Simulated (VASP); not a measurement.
Bi2H3:

```xyz
5
Lattice="5.3053 0.0000 0.0000 -2.6526 4.5945 0.0000 0.0000 0.0000 4.1138" Properties=species:S:1:pos:R:3 pbc="T T T"
Bi    0.0000    3.0630    0.0000
Bi    2.6526    1.5315    0.0000
H     0.0000    3.0630    2.0569
H     2.6526    1.5315    2.0569
H     0.0000    0.0000    2.0569
```

| Quantity | Value |
| --- | --- |
| Program | VASP 6.6.1 |
| Task | relaxation of cell and atoms |
| Functional | PBE |
| Potentials or basis | VASP PAW PBE potentials, release 64 (Bi_d, H) |
| Cutoff | 600 eV |
| k mesh | 12 × 12 × 10 |
| Occupations | gaussian, width 0.1 eV |
| Spin | no spin polarisation |

At the start: pressure 0.3 GPa; volume 20.05 Å³/atom.

Question: Where does the relaxation end?

Answer: Over 5 steps the energy falls by 2.7 meV/atom and the volume is 20.35 Å³/atom (+1.5 %); space group P6/mmm (No. 191, to 0.05 Å).

Step by step:
| step | energy change (eV) | largest force (eV/Å) | pressure (GPa) | volume (Å³) |
| --- | --- | --- | --- | --- |
| 1 | 0.0000 | 0.0000 | 0.28 | 100.27 |
| 2 | -0.0120 | 0.0000 | 0.29 | 100.78 |
| 3 | -0.0125 | 0.0000 | 0.31 | 100.91 |
| 4 | -0.0132 | 0.0000 | 0.07 | 101.54 |
| 5 | -0.0133 | 0.0000 | 0.00 | 101.74 |

Final structure:
```
CELL_PARAMETERS angstrom
5.36848 0.00000 0.00000
-2.68424 4.64924 0.00000
0.00000 0.00000 4.07611
ATOMIC_POSITIONS crystal
Bi 0.33333 0.66667 0.00000
Bi 0.66667 0.33333 0.00000
H 0.33333 0.66667 0.50000
H 0.66667 0.33333 0.50000
H 0.00000 0.00000 0.50000
```
